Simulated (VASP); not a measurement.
# Rb (Im-3m) in VASP: notebook

The runs below take Rb through single point, with PBE.

Everything below comes from runs of VASP 6.6.1. Logs are shortened: lines on timing, memory, paths and dates and some standing lists are left out, and cuts for length are marked.

## Step 1: The cell of the first run

Symmetry: Im-3m, No. 229, cubic system. The conventional cell has a = 5.672 Å, b = 5.672 Å, c = 5.672 Å, α = 90.00°, β = 90.00°, γ = 90.00°.

## Step 2: Single point, PBE

Contents of INCAR:

```
PREC = Accurate
ENCUT = 520
EDIFF = 1E-6
ISMEAR = -1
SIGMA = 0.03
LREAL = False
LASPH = True
NELM = 60
ALGO = Normal
ISIF = 2
LWAVE = False
LCHARG = False
GGA = PE
NBANDS = 10
```

Contents of KPOINTS:

```
Automatic mesh
0
Gamma
  8 8 8
```

Contents of POSCAR:

```
Rb
1.0
   -2.8359049291      2.8359049291      2.8359049291
    2.8359049291     -2.8359049291      2.8359049291
    2.8359049291      2.8359049291     -2.8359049291
Rb
1
Direct
    0.0000000000      0.0000000000      0.0000000000
```

Potentials or basis: VASP PAW PBE potentials, release 64 (Rb_sv).

Launch:

```
$ cat potpaw_PBE.64/Rb_sv/POTCAR > POTCAR
$ mpirun -np 1 vasp_std > vasp.out
```

OUTCAR:

```text
PREC = Accurate
   ENCUT = 520
   EDIFF = 1E-6
   ISMEAR = -1
   LREAL = False
   LASPH = True
   NELM = 60
   ISIF = 2
   GGA = PE

 ion  position               nearest neighbor table
   1  0.000  0.000  0.000-

  LATTYP: Found a body centered cubic cell.
 ALAT       =     5.6718098582

  Lattice vectors:

 A1 = (  -2.8359049291,   2.8359049291,   2.8359049291)
 A2 = (   2.8359049291,  -2.8359049291,   2.8359049291)
 A3 = (   2.8359049291,   2.8359049291,  -2.8359049291)

Analysis of symmetry for initial positions (statically):
=====================================================================
 Subroutine PRICEL returns:
 Original cell was already a primitive cell.

 Routine SETGRP: Setting up the symmetry group for a
 body centered cubic supercell.

 Subroutine GETGRP returns: Found 48 space group operations
 (whereof 48 operations were pure point group operations)
 out of a pool of 48 trial point group operations.

The static configuration has the point symmetry O_h .

Analysis of symmetry for dynamics (positions and initial velocities):
=====================================================================
 Subroutine PRICEL returns:
 Original cell was already a primitive cell.

 Routine SETGRP: Setting up the symmetry group for a
 body centered cubic supercell.

 Subroutine GETGRP returns: Found 48 space group operations
 (whereof 48 operations were pure point group operations)
 out of a pool of 48 trial point group operations.

The dynamic configuration has the point symmetry O_h .

 Subroutine INISYM returns: Found 48 space group operations
 (whereof 48 operations are pure point group operations),
 and found     1 'primitive' translations

----------------------------------------------------------------------------------------

                                     Primitive cell

  volume of cell :      91.2294

  direct lattice vectors                    reciprocal lattice vectors
    -2.835904929  2.835904929  2.835904929     0.000000000  0.176310565  0.176310565
     2.835904929 -2.835904929  2.835904929     0.176310565  0.000000000  0.176310565
     2.835904929  2.835904929 -2.835904929     0.176310565  0.176310565  0.000000000

  length of vectors
     4.911931423  4.911931423  4.911931423     0.249340792  0.249340792  0.249340792

  position of ions in fractional coordinates (direct lattice)
     0.000000000  0.000000000  0.000000000

  ion indices of the primitive-cell ions
   primitive index   ion index
                 1           1

----------------------------------------------------------------------------------------

 KPOINTS: Automatic mesh

Automatic generation of k-mesh.
 Grid dimensions read from file:
 generate k-points for:    8    8    8

 Generating k-lattice:

  Cartesian coordinates                     Fractional coordinates (reciprocal lattice)
     0.000000000  0.022038821  0.022038821     0.125000000  0.000000000  0.000000000
     0.022038821  0.000000000  0.022038821     0.000000000  0.125000000  0.000000000
     0.022038821  0.022038821  0.000000000     0.000000000  0.000000000  0.125000000

  Length of vectors
     0.031167599  0.031167599  0.031167599

  Shift w.r.t. Gamma in fractional coordinates (k-lattice)
     0.000000000  0.000000000  0.000000000

 Subroutine IBZKPT returns following result:
 ===========================================

 Found     29 irreducible k-points:

 Following reciprocal coordinates:
            Coordinates               Weight
  0.000000  0.000000  0.000000      1.000000
  0.125000  0.000000  0.000000     12.000000
  0.250000  0.000000  0.000000     12.000000
  0.375000  0.000000  0.000000     12.000000
  0.500000  0.000000  0.000000      6.000000
  0.125000  0.125000  0.000000     24.000000
[... 16 lines left out ...]
 -0.250000  0.250000  0.250000      6.000000
 -0.375000  0.375000  0.250000     24.000000
 [... further k-points ...]
   k-points           NKPTS =     29   k-points in BZ     NKDIM =     29   number of bands    NBANDS=     10
   number of dos      NEDOS =    301   number of ions     NIONS =      1
   total plane-waves  NPLWV =  64000
   dimension x,y,z NGX =    40 NGY =   40 NGZ =   40
   dimension x,y,z NGXF=    80 NGYF=   80 NGZF=   80
   ions per type =               1
   NGX,Y,Z   is equivalent  to a cutoff of  13.54, 13.54, 13.54 a.u.
   NGXF,Y,Z  is equivalent  to a cutoff of  27.08, 27.08, 27.08 a.u.
 SYSTEM =  unknown system
   PREC   = accura    normal or accurate (medium, high low for compatibility)
   ISTART =      0    job   : 0-new  1-cont  2-samecut
   ICHARG =      2    charge: 1-file 2-atom 10-const
   ISPIN  =      1    spin polarized calculation?
   LNONCOLLINEAR =      F non collinear calculations
   LSORBIT =      F    spin-orbit coupling
   LASPH  =      T    aspherical Exc in radial PAW
   ENCUT  =  520.0 eV  38.22 Ry    6.18 a.u.   9.13  9.13  9.13*2*pi/ulx,y,z
   NELM   =     60;   NELMIN=  2; NELMDL= -5     # of ELM steps
   EDIFF  = 0.1E-05   stopping-criterion for ELM
   LREAL  =      F    real-space projection
   EDIFFG = 0.1E-04   stopping-criterion for IOM
   NSW    =      0    number of steps for IOM
   IBRION =     -1    ionic relax: 0-MD 1-quasi-New 2-CG
   NFREE  =      0    steps in history (QN), initial steepest desc. (CG)
   ISIF   =      2    stress and relaxation
   ISYM   =      2    0-nonsym 1-usesym 2-fastsym
   POTIM  = 0.5000    time-step for ionic-motion
   TEBEG  =    0.0;   TEEND  =   0.0 temperature during run
   PSTRESS=    0.0 pullay stress
   NELECT =       9.0000    total number of electrons
   NUPDOWN=      -1.0000    fix difference up-down
   EMIN   =  10.00;   EMAX   =-10.00  energy-range for DOS
   EFERMI =   0.00;   METHOD = LEGACY
   ISMEAR =    -1;   SIGMA  =   0.03  broadening in eV -4-tet -1-fermi 0-gaus
   EFERMI_NEDOS =   21; number of points for ismear=-14 and -15
   IALGO  =     38    algorithm
   IMIX   =      4    mixing-type and parameters
     AMIX     =   0.40;   BMIX     =  1.00
     AMIX_MAG =   1.60;   BMIX_MAG =  1.00
  volume/ion in A,a.u.               =      91.23       615.65
  Fermi-wavevector in a.u.,A,eV,Ry     =   0.756445  1.429474  7.785376  0.572209
  Thomas-Fermi vector in A             =   1.854567
   LORBIT       =      0    0 simple, 1 ext, 2 COOP (PROOUT), +10 PAW based schemes
   GGA     = PE    functional components
   LHFCALC =     F    Hartree Fock is set to
   AEXX    =    0.0000 exact exchange contribution
   IVDW    =     0    specifies the selected vdW correction
   LEPSILON=     F    determine dielectric tensor
   LRPA    =     F    only Hartree local field effects (RPA)
 non-spin polarized calculation
  energy-cutoff  :      520.00
  volume of cell :       91.23
 maximum number of plane-waves:      2491
 NGX is ok and might be reduce to    40
   NGX = 19   NGY = 19   NGZ = 19

 number of electron       9.0000000 magnetization

 Free energy of the ion-electron system (eV)
  ---------------------------------------------------
  ext. energy  EPLUGINS =         0.00000000
  ---------------------------------------------------
  free energy    TOTEN  =        -0.93177094 eV

  energy without entropy =       -0.92720251  energy(sigma->0) =       -0.92948672

 E-fermi :   0.0403     XC(G=0):  -5.4605

 val. band max:       -0.0136474073   @ k =   0.2500   0.2500   0.0000
 cond. band min:       0.0851577726   @ k =   0.3750   0.1250  -0.0000
 fundamental gap:      0.0988051799
 Fermi energy:         0.0403248320

 k-point     1 :       0.0000    0.0000    0.0000
  band No.  band energies     occupation
      1     -28.8976      2.00000
      2     -12.9401      2.00000
      3     -12.9401      2.00000
      4     -12.9401      2.00000
      5      -1.9625      2.00000
      6       3.6824      0.00000
      7       3.6824      0.00000
      8       3.6824      0.00000
      9       4.6148      0.00000
     10       4.6148      0.00000

 k-point     2 :       0.1250    0.0000    0.0000
  band No.  band energies     occupation
      1     -28.8970      2.00000
      2     -12.9543      2.00000
      3     -12.9448      2.00000
      4     -12.9401      2.00000
      5      -1.7794      2.00000
      6       3.3631      0.00000
      7       3.4435      0.00000
      8       3.8512      0.00000
      9       4.3613      0.00000
     10       4.5537      0.00000

 k-point     3 :       0.2500    0.0000    0.0000
  band No.  band energies     occupation
      1     -28.8956      2.00000
      2     -12.9881      2.00000
      3     -12.9561      2.00000
      4     -12.9401      2.00000
      5      -1.2558      2.00000
      6       2.4692      0.00000
      7       3.0193      0.00000
      8       4.3451      0.00000
      9       4.4364      0.00000
     10       4.5327      0.00000

 k-point     4 :       0.3750    0.0000    0.0000
  band No.  band energies     occupation
      1     -28.8941      2.00000
      2     -13.0212      2.00000
      3     -12.9672      2.00000
      4     -12.9401      2.00000
      5      -0.4733      2.00000
      6       1.5251      0.00000
      7       2.7030      0.00000
      8       4.4129      0.00000
      9       4.7274      0.00000
     10       5.1233      0.00000

 k-point     5 :       0.5000    0.0000    0.0000
  band No.  band energies     occupation
      1     -28.8935      2.00000
      2     -13.0348      2.00000
      3     -12.9719      2.00000
      4     -12.9401      2.00000
      5       0.2459      0.00211
      6       0.7838      0.00000
      7       2.5906      0.00000
      8       4.2532      0.00000
      9       5.1604      0.00000
     10       5.2326      0.00000

 k-point     6 :       0.1250    0.1250    0.0000
  band No.  band energies     occupation
      1     -28.8960      2.00000
      2     -12.9775      2.00000
      3     -12.9501      2.00000
      4     -12.9435      2.00000
      5      -1.4253      2.00000
      6       2.8296      0.00000
      7       3.0258      0.00000
      8       4.1483      0.00000
      9       4.1970      0.00000
     10       4.7900      0.00000

 k-point     7 :       0.2500    0.1250    0.0000
  band No.  band energies     occupation
      1     -28.8945      2.00000
      2     -13.0073      2.00000
      3     -12.9637      2.00000
      4     -12.9448      2.00000
      5      -0.7654      2.00000
      6       2.0084      0.00000
      7       2.6225      0.00000
      8       4.2444      0.00000
      9       4.5892      0.00000
     10       5.0071      0.00000

 k-point     8 :       0.3750    0.1250   -0.0000
  band No.  band energies     occupation
      1     -28.8935      2.00000
      2     -13.0273      2.00000
      3     -12.9745      2.00000
      4     -12.9451      2.00000
      5       0.0852      0.36652
      6       1.1305      0.00000
      7       2.4107      0.00000
      8       4.0551      0.00000
      9       4.9706      0.00000
     10       5.3000      0.00000

 k-point     9 :       0.2500    0.2500    0.0000
  band No.  band energies     occupation
      1     -28.8935      2.00000
      2     -13.0174      2.00000
      3     -12.9798      2.00000
      4     -12.9499      2.00000
      5      -0.0136      1.71607
      6       1.5954      0.00000
      7       2.0139      0.00000
      8       4.1812      0.00000
      9       4.4487      0.00000
     10       5.2461      0.00000
[... 118 lines left out ...]
 k-point    19 :       0.5000    0.5000    0.1250
  band No.  band energies     occupation
      1     -28.8930      2.00000
      2     -13.0309      2.00000
      3     -12.9772      2.00000
      4     -12.9503      2.00000
      5       0.4368      0.00000
      6       0.8281      0.00000
      7       2.6827      0.00000
      8       3.4281      0.00000
      9       4.9394      0.00000
     10       5.9269      0.00000

 k-point    20 :      -0.3750    0.5000    0.1250
  band No.  band energies     occupation
      1     -28.8927      2.00000
      2     -13.0211      2.00000
      3     -12.9878      2.00000
      4     -12.9577      2.00000
      5       0.3794      0.00002
      6       1.2728      0.00000
      7       2.2309      0.00000
      8       3.6327      0.00000
      9       4.4825      0.00000
     10       5.2593      0.00000

 k-point    21 :      -0.3750   -0.3750    0.1250
  band No.  band energies     occupation
      1     -28.8923      2.00000
      2     -13.0091      2.00000
      3     -13.0091      2.00000
      4     -12.9590      2.00000
      5       1.1192      0.00000
      6       1.1192      0.00000
      7       1.4658      0.00000
      8       4.2311      0.00000
      9       4.2311      0.00000
     10       4.6824      0.00000

 k-point    22 :       0.2500    0.2500    0.2500
  band No.  band energies     occupation
      1     -28.8933      2.00000
      2     -12.9864      2.00000
      3     -12.9864      2.00000
      4     -12.9864      2.00000
      5       1.3022      0.00000
      6       1.3022      0.00000
      7       1.3022      0.00000
      8       2.5860      0.00000
      9       5.3401      0.00000
     10       5.3401      0.00000

 k-point    23 :      -0.2500    0.2500    0.2500
  band No.  band energies     occupation
      1     -28.8937      2.00000
      2     -12.9894      2.00000
      3     -12.9731      2.00000
      4     -12.9731      2.00000
      5      -0.6015      2.00000
      6       2.3351      0.00000
      7       3.0482      0.00000
      8       3.0482      0.00000
      9       4.4393      0.00000
     10       4.5601      0.00000

 k-point    24 :      -0.3750    0.3750    0.2500
  band No.  band energies     occupation
      1     -28.8924      2.00000
      2     -13.0108      2.00000
      3     -12.9851      2.00000
      4     -12.9755      2.00000
      5       0.1187      0.13671
      6       1.6972      0.00000
      7       2.9217      0.00000
      8       2.9603      0.00000
      9       4.0052      0.00000
     10       5.1565      0.00000

 [... further k-points ...]
[... 5 lines left out ...]
  --------------------------------------------------------------------------------------
  -------------------------------------------------------------------------------------
  Total        0.0045954      0.0045954      0.0045954      0.0000000     -0.0000000      0.0000000
  in kB        0.0807039      0.0807039      0.0807039      0.0000000     -0.0000000      0.0000000
  external PRESSURE =       0.0807039 kB  Pullay stress =       0.0000000 kB

 VOLUME and BASIS-vectors are now :
 -----------------------------------------------------------------------------
  energy-cutoff  :      520.00
  volume of cell :       91.23
      direct lattice vectors                 reciprocal lattice vectors
    -2.835904929  2.835904929  2.835904929     0.000000000  0.176310565  0.176310565
     2.835904929 -2.835904929  2.835904929     0.176310565  0.000000000  0.176310565
     2.835904929  2.835904929 -2.835904929     0.176310565  0.176310565  0.000000000

 POSITION                                       TOTAL-FORCE (eV/Angst)
 -----------------------------------------------------------------------------------
      0.00000      0.00000      0.00000         0.000000     -0.000000      0.000000
 -----------------------------------------------------------------------------------
    total drift:                                0.000000      0.000000     -0.000000

  FREE ENERGIE OF THE ION-ELECTRON SYSTEM (eV)
  ---------------------------------------------------
  free  energy   TOTEN  =        -0.9317709361 eV

  energy  without entropy=       -0.9272025071  energy(sigma->0) =       -0.92948672
```

It took 11 s on 1 thread of Intel Xeon Platinum 8559C (Emerald Rapids), shared host; peak memory 0.23 GiB.

What came out:

| Property | Result |
| --- | --- |
| Free energy | -0.9318 eV |
| Pressure | 0.0 GPa |

Levels at points of the mesh, in eV from the Fermi level:
| k point | band 1 | band 2 | band 3 | band 4 | band 5 | band 6 | band 7 | band 8 | band 9 |
| --- | --- | --- | --- | --- | --- | --- | --- | --- | --- |
| (0.00, 0.00, 0.00) | -28.94 | -12.98 | -12.98 | -12.98 | -2.00 | 3.64 | 3.64 | 3.64 | 4.57 |
| (0.50, 0.00, 0.00) | -28.93 | -13.08 | -13.01 | -12.98 | 0.21 | 0.74 | 2.55 | 4.21 | 5.12 |
| (0.50, 0.50, 0.50) | -28.93 | -13.05 | -13.05 | -13.05 | 1.23 | 1.23 | 3.21 | 3.21 | 3.21 |

## Step 3: Single point, PBE

Contents of INCAR:

```
PREC = Accurate ; ENCUT = 520
EDIFF = 1E-6 ; ISMEAR = -1
SIGMA = 0.1 ; LREAL = False
LASPH = True ; NELM = 100
ALGO = Normal ; ISIF = 2
LWAVE = False ; LCHARG = False
GGA = PE ; NBANDS = 10
```

Contents of KPOINTS:

```
regular mesh
0
Gamma
  8 8 8
```

POSCAR is that of step 2.

Potentials or basis: VASP PAW PBE potentials, release 64 (Rb_sv).

Launch:

```
$ cat potpaw_PBE.64/Rb_sv/POTCAR > POTCAR
$ mpirun -np 1 vasp_std > vasp.out
```

It took 11 s on 1 thread of Intel Xeon Platinum 8559C (Emerald Rapids), shared host; peak memory 0.23 GiB.

The run converged. Its results:

```yaml
Free_energy: -0.9492 eV
Pressure: 0.0 GPa
```

Levels at points of the mesh, in eV from the Fermi level:
```
           k point  band 2  band 3  band 4  band 5  band 6  band 7
(0.00, 0.00, 0.00)  -12.95  -12.95  -12.95   -1.97    3.68    3.68
(0.50, 0.00, 0.00)  -13.04  -12.98  -12.95    0.24    0.78    2.58
(0.50, 0.50, 0.50)  -13.02  -13.02  -13.02    1.26    1.26    3.24
```

## Step 4: Single point, PBE

Contents of INCAR:

```
PREC     = Accurate       # precision mode
ENCUT    = 520            # plane-wave cutoff, eV
EDIFF    = 1E-6           # SCF threshold, eV
ISMEAR   = -1             # smearing method
SIGMA    = 0.2            # smearing width, eV
LREAL    = F              # projectors in reciprocal space
LASPH    = T              # aspherical terms in the spheres
NELM     = 100            # most SCF steps
ALGO     = Normal         # electronic algorithm
ISIF     = 2              # what is computed and relaxed
LWAVE    = F              # write WAVECAR
LCHARG   = F              # write CHGCAR
GGA      = PE             # functional
NBANDS   = 10             # bands
```

Contents of KPOINTS:

```
Automatic mesh
0
Gamma
  8 8 8
```

POSCAR is that of step 3.

Launch:

```
$ cat potpaw_PBE.64/Rb_sv/POTCAR > POTCAR
$ mpirun -np 1 vasp_std > vasp.out
```

Run time: 12 s. Hardware: 1 thread of Intel Xeon Platinum 8559C (Emerald Rapids), shared host; peak memory 0.23 GiB.

The run converged. Its results:

* Free energy: -0.9953 eV
* Pressure: 0.0 GPa

Levels at points of the mesh, in eV from the Fermi level:
```
           k point  band 2  band 3  band 4  band 5  band 6  band 7
(0.00, 0.00, 0.00)  -12.92  -12.92  -12.92   -1.94    3.70    3.70
(0.50, 0.00, 0.00)  -13.01  -12.95  -12.92    0.27    0.80    2.61
(0.50, 0.50, 0.50)  -12.99  -12.99  -12.99    1.29    1.29    3.27
```

## Step 5: Single point, PBE

Contents of INCAR:

```
PREC = Accurate ; ENCUT = 520
EDIFF = 1E-6 ; ISMEAR = -1
SIGMA = 0.3 ; LREAL = False
LASPH = True ; NELM = 60
ALGO = Normal ; ISIF = 2
LWAVE = False ; LCHARG = True
GGA = PE ; LELF = True
LVHAR = True ; NBANDS = 10
```

KPOINTS is that of step 4.

POSCAR is that of step 4.

Launch:

```
$ cat potpaw_PBE.64/Rb_sv/POTCAR > POTCAR
$ mpirun -np 1 vasp_std > vasp.out
```

Run time: 14 s. Hardware: 1 thread of Intel Xeon Platinum 8559C (Emerald Rapids), shared host; peak memory 0.23 GiB.

Results (log left out):

| Quantity | Value |
| --- | --- |
| Free energy | -1.0688 eV |
| Pressure | 0.1 GPa |

Levels at points of the mesh, in eV from the Fermi level:
| k point | band 2 | band 3 | band 4 | band 5 | band 6 | band 7 |
| --- | --- | --- | --- | --- | --- | --- |
| (0.00, 0.00, 0.00) | -12.88 | -12.88 | -12.88 | -1.90 | 3.75 | 3.75 |
| (0.50, 0.00, 0.00) | -12.97 | -12.91 | -12.88 | 0.31 | 0.84 | 2.65 |
| (0.50, 0.50, 0.50) | -12.94 | -12.94 | -12.94 | 1.33 | 1.33 | 3.31 |

## Step 6: The runs side by side

```tsv
smearing	gap on the mesh (eV)	pressure (GPa)
fermi-dirac 0.03 eV	none	0.0
fermi-dirac 0.1 eV	none	0.0
fermi-dirac 0.2 eV	none	0.0
fermi-dirac 0.3 eV	none	0.1
```

Alike in all rows: task single point; level PBE; potentials or basis VASP PAW PBE potentials, release 64 (Rb_sv); no spin polarisation; cell as given; k mesh 8 × 8 × 8; cutoff (eV) 520.

Every run on the cell as given and a fine mesh finds a metal.

Absolute energies hang on the potentials; compare differences alone.
